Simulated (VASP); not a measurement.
The system is GeP5.

```
CELL_PARAMETERS angstrom
4.21042 0.00000 0.00000
-2.10521 3.64633 0.00000
0.00000 0.00000 7.54263
ATOMIC_POSITIONS crystal
Ge 0.00000 0.00000 0.00000
P 0.50000 0.00000 0.00000
P 0.00000 0.50000 0.00000
P 0.50000 0.50000 0.00000
P 0.33333 0.66667 0.50000
P 0.66667 0.33333 0.50000
```

The cell was generated, and may not be a known phase.

```yaml
Program: VASP 6.6.1
Task: relaxation of cell and atoms
Functional: PBE
Potentials_or_basis: VASP PAW PBE potentials, release 64 (Ge_d, P)
Cutoff: 600 eV
k_mesh: 6 × 6 × 2
Occupations: gaussian, width 0.1 eV
Spin: no spin polarisation
```

At the start: pressure 40.0 GPa; volume 19.30 Å³/atom.

Question: Where does the relaxation end?

Answer: Over 18 steps the energy falls by 1032.1 meV/atom and the volume is 19.13 Å³/atom (-0.9 %); space group P6/mmm (No. 191, to 0.1 Å) before and after.

The path:
```
step  energy change (eV)  largest force (eV/Å)  pressure (GPa)  volume (Å³)
   1              0.0000                0.0000           39.98       115.80
   2             -2.2933                0.0000           -9.24       210.09
   3             -5.5294                0.0000           -1.66       156.38
   4             -5.5502                0.0000           -0.73       154.29
   5             -5.5535                0.0000           -0.14       153.07
   6             -5.5548                0.0000           -0.13       152.59
   7             -5.5582                0.0000           -0.10       151.16
   8             -5.5649                0.0000           -0.05       148.29
   9             -5.6094                0.0000           -0.10       142.56
  10             -5.8078                0.0000            0.04       131.11
  11             -6.1263                0.0000            3.74       108.30
  12             -6.0994                0.0000            1.11       118.30
  13             -6.1457                0.0000            1.89       113.87
  14             -6.1568                0.0000            2.69       110.86
  15             -6.1573                0.0000            2.40       111.72
  16             -6.1772                0.0000            1.52       112.71
  17             -6.1922                0.0000           -0.39       115.14
  18             -6.1928                0.0000           -0.12       114.76
```

Final structure:
```
Ge P
1.0
     4.90846    0.00000    0.00000
    -2.45423    4.25085    0.00000
     0.00000    0.00000    5.50001
Ge P
1 5
Direct
  0.00000 0.00000 0.00000
  0.50000 0.00000 0.00000
  0.00000 0.50000 0.00000
  0.50000 0.50000 0.00000
  0.33333 0.66667 0.50000
  0.66667 0.33333 0.50000
```

Caveat: the k points lie up to 0.57 Å⁻¹ apart in the final cell, too coarse for converged energies and pressures of a metal; a cell axis changed by over 15 % at a fixed basis, so the end point is rough; an odd number of electrons without spin polarisation forces a metal; a magnetic or distorted state may lie lower.
